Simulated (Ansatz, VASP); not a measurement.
## Rb in VASP and in Ansatz

```
CELL_PARAMETERS angstrom
7.88380 0.00000 0.00000
-3.94190 6.82757 0.00000
0.00000 0.00000 4.71192
ATOMIC_POSITIONS crystal
Rb 0.00000 0.00000 0.00000
Rb 0.33333 0.66667 0.50000
Rb 0.66667 0.33333 0.50000
```

Alike in both runs: task single point; functional LDA; k mesh 6 × 6 × 8; occupations fermi-dirac, width 0.1 eV; no spin polarisation.

|  | VASP | Ansatz |
| --- | --- | --- |
| version | VASP 6.6.1 | Ansatz 0.2.0 |
| potentials or method | VASP PAW LDA potentials, release 64 (Rb_sv), cutoff 520 eV | plane waves (420 eV) with PAW, scalar-relativistic |
| valence electrons in the cell | 27 | 27 |

|  | VASP | Ansatz | Ansatz less VASP |
| --- | --- | --- | --- |
| pressure (GPa) | -0.2 | -0.2 | 0.00 |

Ansatz warns that its potentials were made for another functional, while VASP's fit it. LDA's correlation is that of Perdew and Zunger in VASP and of Perdew and Wang (1992) in Ansatz.
